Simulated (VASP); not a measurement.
# P (P6_3/mmc) in VASP: a series of runs

P is run at these levels: PBE; tasks: single point, relaxation of cell and atoms.

Program: VASP 6.6.1. These are calculated values, not measurements. Logs are shortened: lines on timing, memory, paths and dates and some standing lists are left out, and cuts for length are marked.

## Step 1: The cell of the first run

Symmetry: P6_3/mmc, No. 194, hexagonal system. The conventional cell has a = 2.403 Å, b = 2.403 Å, c = 3.961 Å, α = 90.00°, β = 90.00°, γ = 120.00°. Within 3.2 Å of P (site symmetry -6m2) lie 12 P at 2.40 to 2.42 Å.

## Step 2: Single point, PBE

Input file INCAR:

```
ALGO     = Normal         # electronic algorithm
EDIFF    = 1E-7           # SCF threshold, eV
ENCUT    = 520            # plane-wave cutoff, eV
GGA      = PE             # functional
ISIF     = 2              # what is computed and relaxed
ISMEAR   = -1             # smearing method
LASPH    = T              # aspherical terms in the spheres
LCHARG   = F              # write CHGCAR
LREAL    = F              # projectors in reciprocal space
LWAVE    = F              # write WAVECAR
NBANDS   = 12             # bands
NELM     = 60             # most SCF steps
PREC     = Accurate       # precision mode
SIGMA    = 0.08           # smearing width, eV
```

Input file KPOINTS:

```
k-points
0
Gamma
  18 18 10
```

Input file POSCAR:

```
P
1.0
    2.4029817997      0.0000000000      0.0000000000
   -1.2014908998      2.0810432834      0.0000000000
    0.0000000000      0.0000000000      3.9605990751
P
2
Direct
    0.3333333333      0.6666666667      0.2500000000
    0.6666666667      0.3333333333      0.7500000000
```

Potentials or basis: VASP PAW PBE potentials, release 64 (P).

On the command line:

```sh
$ cat potpaw_PBE.64/P/POTCAR > POTCAR
$ mpirun -np 1 vasp_std > vasp.out
```

OUTCAR:

```text
EDIFF = 1E-7
   ENCUT = 520
   GGA = PE
   ISIF = 2
   ISMEAR = -1
   LASPH = T
   LREAL = F
   NELM = 60
   PREC = Accurate

 ion  position               nearest neighbor table
   1  0.333  0.667  0.250-   2 2.42   2 2.42   2 2.42   2 2.42   2 2.42   2 2.42
   2  0.667  0.333  0.750-   1 2.42   1 2.42   1 2.42   1 2.42   1 2.42   1 2.42

  LATTYP: Found a hexagonal cell.
 ALAT       =     2.4029817997
 C/A-ratio  =     1.6482018614

  Lattice vectors:

 A1 = (   2.4029817997,   0.0000000000,   0.0000000000)
 A2 = (  -1.2014908998,   2.0810432834,   0.0000000000)
 A3 = (   0.0000000000,   0.0000000000,   3.9605990751)

Analysis of symmetry for initial positions (statically):
=====================================================================
 Subroutine PRICEL returns:
 Original cell was already a primitive cell.

 Routine SETGRP: Setting up the symmetry group for a
 hexagonal supercell.

 Subroutine GETGRP returns: Found 24 space group operations
 (whereof 12 operations were pure point group operations)
 out of a pool of 24 trial point group operations.

The static configuration has the point symmetry D_3d.
 The point group associated with its full space group is D_6h.

Analysis of symmetry for dynamics (positions and initial velocities):
=====================================================================
 Subroutine PRICEL returns:
 Original cell was already a primitive cell.

 Routine SETGRP: Setting up the symmetry group for a
 hexagonal supercell.

 Subroutine GETGRP returns: Found 24 space group operations
 (whereof 12 operations were pure point group operations)
 out of a pool of 24 trial point group operations.

The dynamic configuration has the point symmetry D_3d.
 The point group associated with its full space group is D_6h.

 Subroutine INISYM returns: Found 24 space group operations
 (whereof 12 operations are pure point group operations),
 and found     1 'primitive' translations

----------------------------------------------------------------------------------------

                                     Primitive cell

  volume of cell :      19.8058

  direct lattice vectors                    reciprocal lattice vectors
     2.402981800  0.000000000  0.000000000     0.416149635  0.240264104  0.000000000
    -1.201490900  2.081043283  0.000000000     0.000000000  0.480528208  0.000000000
     0.000000000  0.000000000  3.960599075     0.000000000  0.000000000  0.252487056

  length of vectors
     2.402981800  2.402981800  3.960599075     0.480528208  0.480528208  0.252487056

[... 79 lines left out ...]
   NELM   =     60;   NELMIN=  2; NELMDL= -5     # of ELM steps
   EDIFF  = 0.1E-06   stopping-criterion for ELM
   LREAL  =      F    real-space projection
   EDIFFG = 0.1E-05   stopping-criterion for IOM
   NSW    =      0    number of steps for IOM
   IBRION =     -1    ionic relax: 0-MD 1-quasi-New 2-CG
   NFREE  =      0    steps in history (QN), initial steepest desc. (CG)
   ISIF   =      2    stress and relaxation
   ISYM   =      2    0-nonsym 1-usesym 2-fastsym
   POTIM  = 0.5000    time-step for ionic-motion
   TEBEG  =    0.0;   TEEND  =   0.0 temperature during run
   PSTRESS=    0.0 pullay stress
   NELECT =      10.0000    total number of electrons
   NUPDOWN=      -1.0000    fix difference up-down
   EMIN   =  10.00;   EMAX   =-10.00  energy-range for DOS
   EFERMI =   0.00;   METHOD = LEGACY
   ISMEAR =    -1;   SIGMA  =   0.08  broadening in eV -4-tet -1-fermi 0-gaus
   EFERMI_NEDOS =   21; number of points for ismear=-14 and -15
   IALGO  =     38    algorithm
   IMIX   =      4    mixing-type and parameters
     AMIX     =   0.40;   BMIX     =  1.00
     AMIX_MAG =   1.60;   BMIX_MAG =  1.00
  volume/ion in A,a.u.               =       9.90        66.83
  Fermi-wavevector in a.u.,A,eV,Ry     =   1.303599  2.463445 23.121336  1.699370
  Thomas-Fermi vector in A             =   2.434590
   LORBIT       =      0    0 simple, 1 ext, 2 COOP (PROOUT), +10 PAW based schemes
   GGA     = PE    functional components
[... 5 lines left out ...]
 non-spin polarized calculation
  energy-cutoff  :      520.00
  volume of cell :       19.81
 maximum number of plane-waves:       554
 NGX is ok and might be reduce to    18
   NGX =  9   NGY =  9   NGZ = 15

 number of electron      10.0000001 magnetization

 Free energy of the ion-electron system (eV)
  ---------------------------------------------------
  ext. energy  EPLUGINS =         0.00000000
  ---------------------------------------------------
  free energy    TOTEN  =        -7.63352092 eV

  energy without entropy =       -7.61941614  energy(sigma->0) =       -7.62646853

 E-fermi :  16.2465     XC(G=0): -13.2318

 val. band max:       16.2294873248   @ k =   0.5000  -0.0000   0.2000
 cond. band min:      16.2653916010   @ k =   0.4444   0.0556   0.1000
 fundamental gap:      0.0359042762
 Fermi energy:        16.2465350911

 k-point     1 :       0.0000    0.0000    0.0000
  band No.  band energies     occupation
      1      -4.8255      2.00000
      2       3.7591      2.00000
      3       4.5245      2.00000
      4      23.7093      0.00000
      5      23.7093      0.00000
      6      25.6322      0.00000
      7      25.6322      0.00000
      8      27.2218      0.00000
      9      27.8034      0.00000
     10      29.8091      0.00000
     11      30.5412      0.00000
     12      30.5412      0.00000
[... 331 lines left out ...]
 k-point    24 :       0.3889    0.1111    0.0000
  band No.  band energies     occupation
      1       1.8813      2.00000
      2       5.5057      2.00000
      3      10.3015      2.00000
      4      10.7402      2.00000
      5      13.6404      2.00000
      6      14.2045      2.00000
      7      14.7535      2.00000
      8      21.5498      0.00000
      9      23.7609      0.00000
     10      24.6105      0.00000
     11      31.7741      0.00000
     12      32.3069      0.00000

 [... further k-points ...]
[... 5 lines left out ...]
  --------------------------------------------------------------------------------------
  -------------------------------------------------------------------------------------
  Total        8.7764167      8.7764167      8.7783652      0.0000000      0.0000000      0.0000000
  in kB      709.9623841    709.9623842    710.1200113      0.0000000      0.0000000      0.0000000
  external PRESSURE =     710.0149265 kB  Pullay stress =       0.0000000 kB

 VOLUME and BASIS-vectors are now :
 -----------------------------------------------------------------------------
  energy-cutoff  :      520.00
  volume of cell :       19.81
      direct lattice vectors                 reciprocal lattice vectors
     2.402981800  0.000000000  0.000000000     0.416149635  0.240264104  0.000000000
    -1.201490900  2.081043283  0.000000000     0.000000000  0.480528208  0.000000000
     0.000000000  0.000000000  3.960599075     0.000000000  0.000000000  0.252487056

 POSITION                                       TOTAL-FORCE (eV/Angst)
 -----------------------------------------------------------------------------------
     -0.00000      1.38736      0.99015        -0.000000      0.000000      0.000000
      1.20149      0.69368      2.97045         0.000000     -0.000000      0.000000
 -----------------------------------------------------------------------------------
    total drift:                               -0.000000      0.000000     -0.000000

  FREE ENERGIE OF THE ION-ELECTRON SYSTEM (eV)
  ---------------------------------------------------
  free  energy   TOTEN  =        -7.6335209241 eV

  energy  without entropy=       -7.6194161372  energy(sigma->0) =       -7.62646853
```

OSZICAR:

```text
N       E                     dE             d eps       ncg     rms          rms(c)
DAV:   1     0.210569315377E+02    0.21057E+02   -0.49082E+03  5360   0.757E+02
DAV:   2    -0.683298858686E+01   -0.27890E+02   -0.26392E+02  6960   0.124E+02
DAV:   3    -0.766001632512E+01   -0.82703E+00   -0.82066E+00  6976   0.188E+01
DAV:   4    -0.766253247484E+01   -0.25161E-02   -0.25158E-02  6416   0.124E+00
DAV:   5    -0.766254030553E+01   -0.78307E-05   -0.78296E-05  6780   0.646E-02    0.118E+01
DAV:   6    -0.764307466298E+01    0.19466E-01   -0.63663E-03  6024   0.452E-01    0.691E+00
DAV:   7    -0.763351493975E+01    0.95597E-02   -0.12649E-02  5848   0.643E-01    0.138E-01
DAV:   8    -0.763351702042E+01   -0.20807E-05   -0.13201E-04  6840   0.868E-02    0.392E-02
DAV:   9    -0.763352126979E+01   -0.42494E-05   -0.38219E-06  6480   0.129E-02    0.644E-03
DAV:  10    -0.763352101105E+01    0.25873E-06   -0.21542E-07  6496   0.309E-03    0.407E-03
DAV:  11    -0.763352092411E+01    0.86941E-07   -0.55667E-09  3684   0.645E-04
   1 F= -.76335209E+01 E0= -.76264685E+01  d E =-.141048E-01
```

Run time: 15 s. Hardware: 1 thread of Intel Xeon 6975P-C (Granite Rapids), shared host; peak memory 0.15 GiB.

What came out:

| Property | Result |
| --- | --- |
| Free energy | -7.6335 eV |
| Pressure | 71.0 GPa |
| Band gap on the k mesh | zero (band 5 reaches 25.40 eV, above the bottom of band 6 at 8.88 eV) |

## Step 3: Single point, PBE

Input file INCAR:

```
SYSTEM = P
PREC = Accurate
ENCUT = 520
EDIFF = 1E-6
ISMEAR = -1
SIGMA = 0.08
LREAL = .False.
LASPH = .True.
NELM = 100
ALGO = Normal
ISIF = 2
LWAVE = .False.
LCHARG = .True.
GGA = PE
LELF = .True.
LVHAR = .True.
NBANDS = 12
```

Input file KPOINTS:

```
Automatic mesh
0
Gamma
  18 18 10
  0 0 0
```

Input file POSCAR:

```
P
1.0
    2.4034695074      0.0000000000      0.0000000000
   -1.2017347537      2.0814656507      0.0000000000
    0.0000000000      0.0000000000      3.9619974652
P
2
Direct
    0.3333333333      0.6666666667      0.2500000000
    0.6666666667      0.3333333333      0.7500000000
```

Potentials or basis: VASP PAW PBE potentials, release 64 (P).

On the command line:

```sh
$ cat potpaw_PBE.64/P/POTCAR > POTCAR
$ mpirun -np 1 vasp_std > vasp.out
```

Run time: 16 s. Hardware: 1 thread of Intel Xeon 6975P-C (Granite Rapids), shared host; peak memory 0.15 GiB.

The run converged. Its results:

```
Free energy            : -7.6402 eV
Pressure               : 70.8 GPa
Band gap on the k mesh : zero (band 5 reaches 25.38 eV, above the bottom of band 6 at 8.88 eV)
```

Levels at points of the mesh, in eV from the Fermi level:
```csv
k point,band 2,band 3,band 4,band 5,band 6,band 7,band 8,band 9
"(0.00, 0.00, 0.00)",-12.49,-11.71,7.46,7.46,9.38,9.38,10.96,11.55
"(0.50, 0.00, 0.00)",-12.53,-4.92,-4.87,-4.32,-2.76,1.26,4.37,7.80
"(0.00, 0.00, 0.50)",-18.79,-1.41,-1.41,9.15,9.15,9.15,9.15,11.91
"(0.50, 0.00, 0.50)",-11.15,-10.32,-10.32,3.21,3.21,4.51,4.51,6.04
```

## Step 4: Relaxation of cell and atoms, PBE, target pressure 72 GPa, at which the enthalpy is minimised

Input file INCAR:

```
SYSTEM = P
PREC = Accurate ; ENCUT = 600
EDIFF = 1E-6 ; ISMEAR = -1
SIGMA = 0.08 ; LREAL = .FALSE.
LASPH = .TRUE. ; NELM = 60
ALGO = Normal ; ISIF = 3
LWAVE = .FALSE. ; LCHARG = .FALSE.
GGA = PE ; IBRION = 2
NSW = 32 ; EDIFFG = -0.005
PSTRESS = 720.0
```

Input file KPOINTS:

```
regular mesh
0
G
  18 18 10
  0 0 0
```

Input file POSCAR:

```
P
1.0
    2.4029817997      0.0000000000      0.0000000000
   -1.2014908998      2.0810432834      0.0000000000
    0.0000000000      0.0000000000      3.9605990751
P
2
Direct
    0.3333333333      0.6666666667      0.2500000000
    0.6666666667      0.3333333333      0.7500000000
```

On the command line:

```sh
$ cat potpaw_PBE.64/P/POTCAR > POTCAR
$ mpirun -np 1 vasp_std > vasp.out
```

It took 29 s on 1 thread of Intel Xeon 6975P-C (Granite Rapids), shared host; peak memory 0.16 GiB.

It converged, with:

- Free energy: -7.6075 eV
- Relaxed volume: 9.87 Å³/atom
- Relaxed cell: a = 2.401 Å, b = 2.401 Å, c = 3.957 Å, α = 90.00°, β = 90.00°, γ = 120.00°
- Space group after relaxing (to 0.05 Å): P6_3/mmc (No. 194)
- Energy change on relaxing (the enthalpy is what falls): +13.2 meV/atom
- Ionic steps: 3
- Pressure after relaxing: 72.0 GPa
- Band gap on the k mesh: zero (band 5 reaches 25.49 eV, above the bottom of band 6 at 8.92 eV)

The path:
```
step  energy change (eV)  largest force (eV/Å)  pressure (GPa)  volume (Å³)
   1              0.0000                0.0000           71.02        19.81
   2              0.0780                0.0000           73.86        19.63
   3              0.0265                0.0000           71.99        19.75
```

Final structure:
```yaml
crystal:
  lattice:
    - [2.40057, 0.00000, 0.00000]
    - [-1.20028, 2.07895, 0.00000]
    - [0.00000, 0.00000, 3.95668]
  atoms:
    - { symbol: P, position: [0.33333, 0.66667, 0.25000] }
    - { symbol: P, position: [0.66667, 0.33333, 0.75000] }
```

Levels at points of the mesh, in eV from the Fermi level:
```
           k point  band 2  band 3  band 4  band 5  band 6  band 7  band 8  band 9
(0.00, 0.00, 0.00)  -12.51  -11.75    7.49    7.49    9.40    9.40   11.01   11.56
(0.50, 0.00, 0.00)  -12.57   -4.94   -4.88   -4.32   -2.79    1.26    4.37    7.84
(0.00, 0.00, 0.50)  -18.84   -1.41   -1.41    9.19    9.19    9.19    9.19   11.91
(0.50, 0.00, 0.50)  -11.18  -10.34  -10.34    3.22    3.22    4.54    4.54    6.03
```

Caveat: the cell is relaxed towards a set pressure, so the enthalpy falls and the energy may rise.

## Step 5: Relaxation of cell and atoms, PBE, target pressure 72 GPa, at which the enthalpy is minimised

This run uses another cell than the first one, of 9.98 Å³/atom, 1.007 times its volume.

Input file INCAR:

```
ALGO = Normal ; EDIFF = 1E-7
EDIFFG = -0.005 ; ENCUT = 600
GGA = PE ; IBRION = 2
ISIF = 3 ; ISMEAR = -1
LASPH = T ; LCHARG = F
LREAL = F ; LWAVE = F
NELM = 80 ; NSW = 60
PREC = Accurate ; PSTRESS = 720.0
SIGMA = 0.08
```

Input file KPOINTS:

```
k-points
0
Gamma
  18 18 10
```

Input file POSCAR:

```
P
1.0
    2.4227971548      0.0000000000      0.0000000000
   -1.2113985774      2.0982038843      0.0000000000
    0.0000000000      0.0000000000      3.9249313908
P
2
Direct
    0.3333333333      0.6666666667      0.2500000000
    0.6666666667      0.3333333333      0.7500000000
```

On the command line:

```sh
$ cat potpaw_PBE.64/P/POTCAR > POTCAR
$ mpirun -np 1 vasp_std > vasp.out
```

Run time: 84 s. Hardware: 1 thread of Intel Xeon 6975P-C (Granite Rapids), shared host; peak memory 0.17 GiB.

The run converged. Its results:

```
Free energy                                            : -7.6068 eV
Relaxed volume                                         : 9.87 Å³/atom
Relaxed cell                                           : a = 2.400 Å, b = 2.400 Å, c = 3.958 Å, α = 90.00°, β = 90.00°, γ = 120.00°
Space group after relaxing (to 0.05 Å)                 : P6_3/mmc (No. 194)
Energy change on relaxing (the enthalpy is what falls) : +44.6 meV/atom
Ionic steps                                            : 9
Pressure after relaxing                                : 72.0 GPa
Band gap on the k mesh                                 : zero (band 5 reaches 25.50 eV, above the bottom of band 6 at 8.92 eV)
```

Stress tensor (GPa, compression positive):
```
72.06  0.00  0.00
 0.00 72.06  0.00
 0.00  0.00 71.95
```

The path:
```csv
step,energy change (eV),largest force (eV/Å),pressure (GPa),volume (Å³)
1,0.0000,0.0000,68.80,19.95
2,0.2607,0.0000,78.29,19.38
3,0.0911,0.0000,72.13,19.74
4,0.0950,0.0000,72.24,19.73
5,0.1033,0.0000,72.54,19.71
6,0.1059,0.0000,72.64,19.71
7,0.1051,0.0000,72.61,19.71
8,0.0464,0.0000,70.47,19.84
9,0.0891,0.0000,72.03,19.74
```

Final structure:
```
CELL_PARAMETERS angstrom
2.40021 0.00000 0.00000
-1.20010 2.07864 0.00000
0.00000 0.00000 3.95751
ATOMIC_POSITIONS crystal
P 0.33333 0.66667 0.25000
P 0.66667 0.33333 0.75000
```

Levels at points of the mesh, in eV from the Fermi level:
```csv
k point,band 2,band 3,band 4,band 5,band 6,band 7,band 8,band 9
"(0.00, 0.00, 0.00)",-12.51,-11.76,7.49,7.49,9.41,9.41,11.00,11.55
"(0.50, 0.00, 0.00)",-12.57,-4.94,-4.89,-4.32,-2.79,1.26,4.37,7.84
"(0.00, 0.00, 0.50)",-18.84,-1.42,-1.42,9.19,9.19,9.19,9.19,11.92
"(0.50, 0.00, 0.50)",-11.18,-10.35,-10.35,3.22,3.22,4.53,4.53,6.02
```

Caveat: the cell is relaxed towards a set pressure, so the enthalpy falls and the energy may rise.

## Step 6: Overview

| task | cell | cutoff (eV) | gap on the mesh (eV) | pressure (GPa) |
| --- | --- | --- | --- | --- |
| single point | a = 2.403, b = 2.403, c = 3.961 Å, angles 90.0, 90.0, 120.0°, 2 atoms | 520 | none | 71.0 |
| single point | a = 2.403, b = 2.403, c = 3.962 Å, angles 90.0, 90.0, 120.0°, 2 atoms | 520 | none | 70.8 |
| relaxation of cell and atoms | relaxed to 72 GPa from a = 2.403, b = 2.403, c = 3.961 Å, angles 90.0, 90.0, 120.0°, 2 atoms | 600 | none | 72.0 |
| relaxation of cell and atoms | relaxed to 72 GPa from a = 2.423, b = 2.423, c = 3.925 Å, angles 90.0, 90.0, 120.0°, 2 atoms | 600 | none | 72.0 |

Alike in all rows: level PBE; potentials or basis VASP PAW PBE potentials, release 64 (P); no spin polarisation; k mesh 18 × 18 × 10; smearing fermi-dirac 0.08 eV.

Caveats: the cell is relaxed towards a set pressure, so the enthalpy falls and the energy may rise (some runs).

Total energies depend on the potentials used, so only differences within one code and one set of settings carry meaning.
